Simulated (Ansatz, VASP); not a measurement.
**Two plane-wave programs on C**

```
C
1.0
     0.00000    1.79793    1.79793
     1.79793    0.00000    1.79793
     1.79793    1.79793    0.00000
C
2
Direct
  0.00000 0.00000 0.00000
  0.25000 0.25000 0.25000
```

Change from the starting cell: hydrostatic strain +1.0%.

Alike in both runs: task single point; functional r2SCAN; k mesh 12 × 12 × 12; no spin polarisation.

```csv
,VASP,Ansatz
version,VASP 6.6.1,Ansatz 0.2.0
potentials or method,"VASP PAW PBE potentials, release 64 (C_h)","plane waves, PAW"
plane-wave cutoff (eV),910,500
occupations,"gaussian, width 0.01 eV",fixed
valence electrons in the cell,8,8
```

```csv
,VASP,Ansatz,Ansatz less VASP
gap on the k mesh at the Fermi level (eV),4.32,4.31,-0.002
```

VASP's potentials were made for PBE, not for r2SCAN.

Noted on VASP's run: the cutoff is short for stress, so the pressure is rough.
